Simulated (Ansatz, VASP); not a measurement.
**Ta3Cu: VASP beside Ansatz**

```
Ta Cu
1.0
    -2.01980    2.01980    4.23604
     2.01980   -2.01980    4.23604
     2.01980    2.01980   -4.23604
Ta Cu
3 1
Direct
  0.50000 0.50000 0.00000
  0.25000 0.75000 0.50000
  0.75000 0.25000 0.50000
  0.00000 0.00000 0.00000
```

Change from the starting cell: volume scaled by 1.02.

Alike in both runs: task single point; functional PBEsol; k mesh 9 × 9 × 9; occupations fermi-dirac, width 0.05 eV; no spin polarisation.

```csv
,VASP,Ansatz
version,VASP 6.6.1,Ansatz 0.2.0
potentials or method,"VASP PAW PBE potentials, release 64 (Ta_pv, Cu), cutoff 520 eV","all-electron LAPW, scalar-relativistic"
```

Ansatz gave:

| Property | Result |
| --- | --- |
| gap on the k mesh at the Fermi level (eV) | none |
| pressure (GPa) | -9.5 |
| traceless stress, the component that is largest in VASP (GPa) | -0.16 |

**Question.** What did VASP give for the same quantities?

**Answer.** gap on the k mesh at the Fermi level (eV): none; pressure (GPa): -9.0; traceless stress, the component that is largest in VASP (GPa): -0.25.

VASP's potentials were made for PBE, not for PBEsol. A gap of «none» marks a metal or a gap that the smearing closes. Ansatz ran all-electron here, and VASP with PAW potentials.

Spin-orbit coupling is off throughout.
